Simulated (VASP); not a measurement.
# Mg in VASP: single point with PBEsol

Aim: the single point of Mg with PBEsol.

Everything below comes from runs of VASP 6.6.1. Logs are shortened: lines on timing, memory, paths and dates and some standing lists are left out, and cuts for length are marked.

## 1. The cell of the first run

The cell holds a single atom in a box, 1 atom: a = 14.000 Å, b = 14.400 Å, c = 14.800 Å, α = 90.00°, β = 90.00°, γ = 90.00°.

## 2. Single point, PBEsol, collinear spin, zero start

The input, INCAR:

```
PREC = Accurate ; ENCUT = 520
EDIFF = 1E-7 ; ISMEAR = -1
SIGMA = 0.01 ; LREAL = False
LASPH = True ; NELM = 150
ALGO = Normal ; ISIF = 2
LWAVE = False ; LCHARG = False
ISPIN = 2 ; MAGMOM = 0.01
LORBIT = 11 ; GGA = PS
ISYM = 0 ; NBANDS = 11
```

The input, KPOINTS:

```
regular mesh
0
Gamma
  1 1 1
```

The input, POSCAR:

```
Mg
1.0
   14.0000000000      0.0000000000      0.0000000000
    0.0000000000     14.4000000000      0.0000000000
    0.0000000000      0.0000000000     14.8000000000
Mg
1
Direct
    0.5000000000      0.5000000000      0.5000000000
```

Potentials or basis: VASP PAW PBE potentials, release 64 (Mg).

The run is started by

```
$ cat potpaw_PBE.64/Mg/POTCAR > POTCAR
$ mpirun -np 1 vasp_gam > vasp.out
```

OUTCAR:

```text
PREC = Accurate
   ENCUT = 520
   EDIFF = 1E-7
   ISMEAR = -1
   LREAL = False
   LASPH = True
   NELM = 150
   ISIF = 2
   ISPIN = 2
   LORBIT = 11
   GGA = PS
   ISYM = 0

 ion  position               nearest neighbor table
   1  0.500  0.500  0.500-

IMPORTANT INFORMATION: All symmetrisations will be switched off!
NOSYMM: (Re-)initialisation of all symmetry stuff for point group C_1.

----------------------------------------------------------------------------------------

                                     Primitive cell

  volume of cell :    2983.6800

  direct lattice vectors                    reciprocal lattice vectors
    14.000000000  0.000000000  0.000000000     0.071428571  0.000000000  0.000000000
     0.000000000 14.400000000  0.000000000     0.000000000  0.069444444  0.000000000
     0.000000000  0.000000000 14.800000000     0.000000000  0.000000000  0.067567568

  length of vectors
    14.000000000 14.400000000 14.800000000     0.071428571  0.069444444  0.067567568

  position of ions in fractional coordinates (direct lattice)
     0.500000000  0.500000000  0.500000000

  ion indices of the primitive-cell ions
   primitive index   ion index
                 1           1

----------------------------------------------------------------------------------------

 KPOINTS: regular mesh

Automatic generation of k-mesh.
 Grid dimensions read from file:
 generate k-points for:    1    1    1

 Generating k-lattice:

  Cartesian coordinates                     Fractional coordinates (reciprocal lattice)
     0.071428571  0.000000000  0.000000000     1.000000000  0.000000000  0.000000000
     0.000000000  0.069444444  0.000000000     0.000000000  1.000000000  0.000000000
     0.000000000  0.000000000  0.067567568     0.000000000  0.000000000  1.000000000

  Length of vectors
     0.071428571  0.069444444  0.067567568

  Shift w.r.t. Gamma in fractional coordinates (k-lattice)
     0.000000000  0.000000000  0.000000000

 Subroutine IBZKPT returns following result:
 ===========================================

 Found      1 irreducible k-points:

 Following reciprocal coordinates:
            Coordinates               Weight
  0.000000  0.000000  0.000000      1.000000
   k-points           NKPTS =      1   k-points in BZ     NKDIM =      1   number of bands    NBANDS=     11
   number of dos      NEDOS =    301   number of ions     NIONS =      1
   total plane-waves  NPLWV = ******
   dimension x,y,z NGX =   108 NGY =  108 NGZ =  112
   dimension x,y,z NGXF=   216 NGYF=  216 NGZF=  224
   ions per type =               1
   NGX,Y,Z   is equivalent  to a cutoff of  12.82, 12.47, 12.58 a.u.
   NGXF,Y,Z  is equivalent  to a cutoff of  25.65, 24.94, 25.16 a.u.
 SYSTEM =  unknown system
   PREC   = accura    normal or accurate (medium, high low for compatibility)
   ISTART =      0    job   : 0-new  1-cont  2-samecut
   ICHARG =      2    charge: 1-file 2-atom 10-const
   ISPIN  =      2    spin polarized calculation?
   LNONCOLLINEAR =      F non collinear calculations
   LSORBIT =      F    spin-orbit coupling
   LASPH  =      T    aspherical Exc in radial PAW
   ENCUT  =  520.0 eV  38.22 Ry    6.18 a.u.  26.03 26.77 27.52*2*pi/ulx,y,z
   NELM   =    150;   NELMIN=  2; NELMDL= -5     # of ELM steps
   EDIFF  = 0.1E-06   stopping-criterion for ELM
   LREAL  =      F    real-space projection
   EDIFFG = 0.1E-05   stopping-criterion for IOM
   NSW    =      0    number of steps for IOM
   IBRION =     -1    ionic relax: 0-MD 1-quasi-New 2-CG
   NFREE  =      0    steps in history (QN), initial steepest desc. (CG)
   ISIF   =      2    stress and relaxation
   ISYM   =      0    0-nonsym 1-usesym 2-fastsym
   POTIM  = 0.5000    time-step for ionic-motion
   TEBEG  =    0.0;   TEEND  =   0.0 temperature during run
   PSTRESS=    0.0 pullay stress
   NELECT =       2.0000    total number of electrons
   NUPDOWN=      -1.0000    fix difference up-down
   EMIN   =  10.00;   EMAX   =-10.00  energy-range for DOS
   EFERMI =   0.00;   METHOD = LEGACY
   ISMEAR =    -1;   SIGMA  =   0.01  broadening in eV -4-tet -1-fermi 0-gaus
   EFERMI_NEDOS =   21; number of points for ismear=-14 and -15
   IALGO  =     38    algorithm
   IMIX   =      4    mixing-type and parameters
     AMIX     =   0.40;   BMIX     =  1.00
     AMIX_MAG =   1.60;   BMIX_MAG =  1.00
  volume/ion in A,a.u.               =    2983.68     20134.87
  Fermi-wavevector in a.u.,A,eV,Ry     =   0.143274  0.270749  0.279293  0.020527
  Thomas-Fermi vector in A             =   0.807119
   LORBIT       =     11    0 simple, 1 ext, 2 COOP (PROOUT), +10 PAW based schemes
   GGA     = PS    functional components
   LHFCALC =     F    Hartree Fock is set to
   AEXX    =    0.0000 exact exchange contribution
   IVDW    =     0    specifies the selected vdW correction
   LEPSILON=     F    determine dielectric tensor
   LRPA    =     F    only Hartree local field effects (RPA)
 spin polarized calculation
  energy-cutoff  :      520.00
  volume of cell :     2983.68
 maximum number of plane-waves:     40220
 NGX is ok and might be reduce to   108
   NGX = 53   NGY = 53   NGZ = 55

 number of electron       2.0000000 magnetization      -0.0000146

 number of electron       2.0000000 magnetization       0.0000034

 Free energy of the ion-electron system (eV)
  ---------------------------------------------------
  ext. energy  EPLUGINS =         0.00000000
  ---------------------------------------------------
  free energy    TOTEN  =        -0.00162740 eV

  energy without entropy =       -0.00162740  energy(sigma->0) =       -0.00162740

 E-fermi :  -4.3751     XC(G=0):  -0.3797

 val. band max:       -4.6190265844   @ k =   0.0000   0.0000   0.0000
 cond. band min:      -1.2449129674   @ k =   0.0000   0.0000   0.0000
 fundamental gap:      3.3741136170
 Fermi energy:        -4.3750625002

 spin component 1

 k-point     1 :       0.0000    0.0000    0.0000
  band No.  band energies     occupation
      1      -4.6190      1.00000
      2      -1.2449      0.00000
      3      -1.2441      0.00000
      4      -1.2431      0.00000
      5      -0.1343      0.00000
      6       0.5209      0.00000
      7       0.5423      0.00000
      8       0.6796      0.00000
      9       0.6904      0.00000
     10       0.7186      0.00000
     11       0.7608      0.00000
 Fermi energy:        -4.3750625002

 spin component 2

 k-point     1 :       0.0000    0.0000    0.0000
  band No.  band energies     occupation
      1      -4.6190      1.00000
      2      -1.2449      0.00000
      3      -1.2441      0.00000
      4      -1.2431      0.00000
      5      -0.1335      0.00000
      6       0.5195      0.00000
      7       0.5411      0.00000
      8       0.6827      0.00000
      9       0.7016      0.00000
     10       0.7209      0.00000
     11       0.7623      0.00000

------------------------ aborting loop because EDIFF is reached ----------------------------------------

  FORCE on cell =-STRESS in cart. coord.  units (eV):
  Direction    XX          YY          ZZ          XY          YZ          ZX
  --------------------------------------------------------------------------------------
  -------------------------------------------------------------------------------------
  Total       -0.0004019     -0.0002581     -0.0001905     -0.0000000     -0.0000000      0.0000000
  in kB       -0.0002158     -0.0001386     -0.0001023     -0.0000000     -0.0000000      0.0000000
  external PRESSURE =      -0.0001522 kB  Pullay stress =       0.0000000 kB

 VOLUME and BASIS-vectors are now :
 -----------------------------------------------------------------------------
  energy-cutoff  :      520.00
  volume of cell :     2983.68
      direct lattice vectors                 reciprocal lattice vectors
    14.000000000  0.000000000  0.000000000     0.071428571  0.000000000  0.000000000
     0.000000000 14.400000000  0.000000000     0.000000000  0.069444444  0.000000000
     0.000000000  0.000000000 14.800000000     0.000000000  0.000000000  0.067567568

 POSITION                                       TOTAL-FORCE (eV/Angst)
 -----------------------------------------------------------------------------------
      7.00000      7.20000      7.40000        -0.000000      0.000000      0.000000
 -----------------------------------------------------------------------------------
    total drift:                               -0.000000      0.000000      0.000000

  FREE ENERGIE OF THE ION-ELECTRON SYSTEM (eV)
  ---------------------------------------------------
  free  energy   TOTEN  =        -0.0016274047 eV

  energy  without entropy=       -0.0016274047  energy(sigma->0) =       -0.00162740

 total charge

# of ion       s       p       d       tot
------------------------------------------
    1        0.356   0.000   0.000   0.356

 magnetization (x)

# of ion       s       p       d       tot
------------------------------------------
    1       -0.000  -0.000  -0.000  -0.000
```

OSZICAR:

```text
N       E                     dE             d eps       ncg     rms          rms(c)
DAV:   1     0.163810008394E+01    0.16381E+01   -0.12604E+02    44   0.387E+01
DAV:   2     0.688680057095E-01   -0.15692E+01   -0.15666E+01    82   0.110E+01
[... 11 lines left out ...]
DAV:  14    -0.162367544785E-02   -0.33113E-05   -0.17697E-07    44   0.471E-04    0.702E-05
DAV:  15    -0.162593202796E-02   -0.22566E-05   -0.39928E-08    44   0.257E-04    0.458E-05
DAV:  16    -0.162608436732E-02   -0.15234E-06   -0.42026E-08    44   0.263E-04    0.269E-05
DAV:  17    -0.162696969245E-02   -0.88533E-06   -0.20277E-08    44   0.177E-04    0.156E-05
DAV:  18    -0.162735826230E-02   -0.38857E-06   -0.71608E-09    44   0.114E-04    0.111E-05
DAV:  19    -0.162740467897E-02   -0.46417E-07   -0.27491E-09    44   0.713E-05
   1 F= -.16274047E-02 E0= -.16274047E-02  d E =-.128996E-10  mag=     0.0000
```

Wall time 13 min (1 thread of Intel Xeon 8259CL, shared host); peak memory 2.7 GiB.

What came out:

| Item | Value |
| --- | --- |
| Free energy | -0.0016 eV |
| Pressure | 0.0 GPa |
| Band gap on the k mesh | 3.37 eV |
| Net moment | 0.00 μB per cell |
| Valence electrons inside the program's atomic spheres | Mg 0.36 |

Levels at points of the mesh, in eV from the valence-band top:
Spin up:
| k point | band 1 | band 2 | band 3 | band 4 | band 5 | band 6 |
| --- | --- | --- | --- | --- | --- | --- |
| (0.00, 0.00, 0.00) | 0.00 | 3.37 | 3.37 | 3.38 | 4.48 | 5.14 |
Spin down:
```tsv
k point	band 1	band 2	band 3	band 4	band 5	band 6
(0.00, 0.00, 0.00)	0.00	3.37	3.37	3.38	4.49	5.14
```

Caveat: the PAW data sets were made with another functional, which shifts forces and pressure a little.
